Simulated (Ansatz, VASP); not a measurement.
RbBr: VASP beside Ansatz

```
Rb Br
1.0
     0.00000    3.54319    3.44175
     3.54319    0.00000    3.44175
     3.54319    3.54319    0.00000
Rb Br
1 1
Direct
  0.00000 0.00000 0.00000
  0.50000 0.50000 0.50000
```

Change from the starting cell: epitaxial_xy strain +2.4%.

Alike in both runs: task single point; functional r2SCAN; k mesh 6 × 6 × 6; no spin polarisation.

|  | VASP | Ansatz |
| --- | --- | --- |
| version | VASP 6.6.1 | Ansatz 0.2.0 |
| potentials or method | VASP PAW PBE potentials, release 64 (Rb_sv, Br) | plane waves, PAW |
| plane-wave cutoff (eV) | 520 | 500 |
| occupations | gaussian, width 0.01 eV | fixed |
| valence electrons in the cell | 16 | 16 |

|  | VASP | Ansatz | Ansatz less VASP |
| --- | --- | --- | --- |
| gap on the k mesh at the Fermi level (eV) | 4.77 | 4.77 | 0.000 |
| pressure (GPa) | -0.5 | -0.5 | -0.02 |
| traceless stress, the component that is largest in VASP (GPa) | 0.51 | 0.51 | -0.004 |

VASP's potentials were made for PBE, not for r2SCAN.
